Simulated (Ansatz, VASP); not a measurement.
One calculation of CdS, two programs

Contents of INCAR:

```
SYSTEM = CdS
ALGO = Normal ; EDIFF = 1E-6
ENCUT = 500 ; GGA = PE
GGA_COMPAT = .FALSE. ; ISIF = 2
ISMEAR = 0 ; LASPH = .TRUE.
LCHARG = .FALSE. ; LREAL = .FALSE.
LWAVE = .FALSE. ; NBANDS = 26
NELM = 120 ; PREC = Accurate
SIGMA = 0.1
```

The input KPOINTS:

```
k-points
0
G
  4 4 4
  0 0 0
```

Contents of POSCAR:

```
CdS
1.0
    4.1909899000      0.0000000000      0.0000000000
    0.0000000000      5.9269547575      0.0000000000
    0.0000000000      0.0000000000      4.1909898987
Cd S
2 2
Direct
    0.0000000000      0.0000000000      0.0000000000
    0.5000000000      0.5000000000      0.5000117000
    0.5000000000      0.2500000000      0.0000000000
    0.0000000000      0.7500000000      0.5000117000
```

Input for Ansatz:

```yaml
crystal:
  lattice:
    - [4.1909899, 0.0, 0.0]
    - [0.0, 5.9269547575, 0.0]
    - [0.0, 0.0, 4.1909898987]
  atoms:
    - { symbol: Cd, position: [0.0, 0.0, 0.0] }
    - { symbol: S, position: [0.5, 0.25, 0.0] }
    - { symbol: Cd, position: [0.5, 0.5, 0.5000117] }
    - { symbol: S, position: [0.0, 0.75, 0.5000117] }
basis:
  ecutwfc: 420
kpoints:
  mp_grid: { grid: [4, 4, 4] }
hamiltonian:
  xc: pbe
  pseudopotentials: { kind: paw, azcp: { folder: soft_1 } }
scf:
  occupations: { method: gaussian, width: 0.1 }
output:
  forces: true
  stress: true
  eigenvalues: true
```

Alike in both runs: task single point; functional PBE; k mesh 4 × 4 × 4; occupations gaussian, width 0.1 eV; no spin polarisation.

|  | VASP | Ansatz |
| --- | --- | --- |
| version | VASP 6.6.1 | Ansatz 0.2.0 |
| potentials or method | VASP PAW PBE potentials, release 64 (Cd, S), cutoff 500 eV | scalar-relativistic, plane waves, PAW |
| valence electrons in the cell | 36 | 52 |

```csv
,VASP,Ansatz,Ansatz less VASP
gap on the k mesh at the Fermi level (eV),1.04,1.04,-0.003
least direct gap on the mesh (eV),1.04,1.04,-0.003
```

The functional is the same, so the differences come from potentials, cutoffs and numerics. VASP's potentials hold 36 valence electrons a cell and Ansatz's 52, so a difference there can come from the potentials and not from the codes. Ansatz's warnings: structure snapped to symmetry.
